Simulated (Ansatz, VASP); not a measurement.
## Ga in VASP and in Ansatz

File INCAR:

```
SYSTEM = Ga
PREC = Accurate
ENCUT = 520
EDIFF = 1E-8
ISMEAR = -1
SIGMA = 0.08
LREAL = .False.
LASPH = .True.
NELM = 60
ALGO = Normal
ISIF = 2
LWAVE = .False.
LCHARG = .False.
LEFG = .True.
NBANDS = 20
```

File KPOINTS:

```
Automatic mesh
0
Gamma
  12 12 10
  0 0 0
```

The input POSCAR:

```
Ga
1.0
    1.4500000000     -4.0650000000      0.0000000000
    1.4500000000      4.0650000000      0.0000000000
    0.0000000000      0.0000000000      3.1700000000
Ga
2
Direct
    0.8670000000      0.1330000000      0.2500000000
    0.1330000000      0.8670000000      0.7500000000
```

Input for Ansatz:

```yaml
crystal:
  lattice:
    - [1.45, -4.065, 0.0]
    - [1.45, 4.065, 0.0]
    - [0.0, 0.0, 3.17]
  atoms:
    - { symbol: Ga, position: [0.867, 0.133, 0.25] }
    - { symbol: Ga, position: [0.133, 0.867, 0.75] }
kpoints:
  mp_grid: { grid: [12, 12, 10] }
  band_path:
    path:
      - [0.0, 0.0, 0.0]
      - [-0.5, 0.5, 0.0]
      - [-0.2818093587, 0.7181906413, 0.0]
      - [0.2818093587, 0.2818093587, 0.0]
      - [0.0, 0.0, 0.0]
      - [0.0, 0.0, 0.5]
      - [0.2818093587, 0.2818093587, 0.5]
      - [-0.2818093587, 0.7181906413, 0.5]
      - [-0.5, 0.5, 0.5]
    npoints: 8
scf:
  occupations: { method: fermi_dirac, width: 0.08 }
hamiltonian:
  xc: lda
  pseudopotentials: { kind: all_electron, datasets: crystal }
output:
  forces: true
  stress: true
  eigenvalues: true
  efg: { contact_densities: true }
```

Alike in both runs: task electric field gradients; functional LDA; k mesh 12 × 12 × 10; occupations fermi-dirac, width 0.08 eV; no spin polarisation.

```csv
,VASP,Ansatz
version,VASP 6.6.1,Ansatz 0.2.0
potentials or method,"VASP PAW LDA potentials, release 64 (Ga_d), cutoff 520 eV","all-electron PAW with datasets made for the crystal, scalar-relativistic"
```

Ansatz gave:

| Item | Value |
| --- | --- |
| pressure (GPa) | -3.8 |
| traceless stress, the component that is largest in VASP (GPa) | -2.05 |
| rms of the force components (eV/Å) | 0.102 |
| size of Vzz on the site where it differs most (V/Å²) | 28.3 |

**Question.** Estimate VASP's values.

**Answer.** Pressure (GPa): -3.7; traceless stress, the component that is largest in VASP (GPa): -2.06; rms of the force components (eV/Å): 0.104; size of Vzz on the site where it differs most (V/Å²): 27.6.

LDA's correlation is that of Perdew and Zunger in VASP and of Perdew and Wang (1992) in Ansatz. Atom by atom the forces differ by 0.002 eV/Å (rms over components). Ansatz ran all-electron here, and VASP with PAW potentials. Ansatz's warnings: printed levels off.
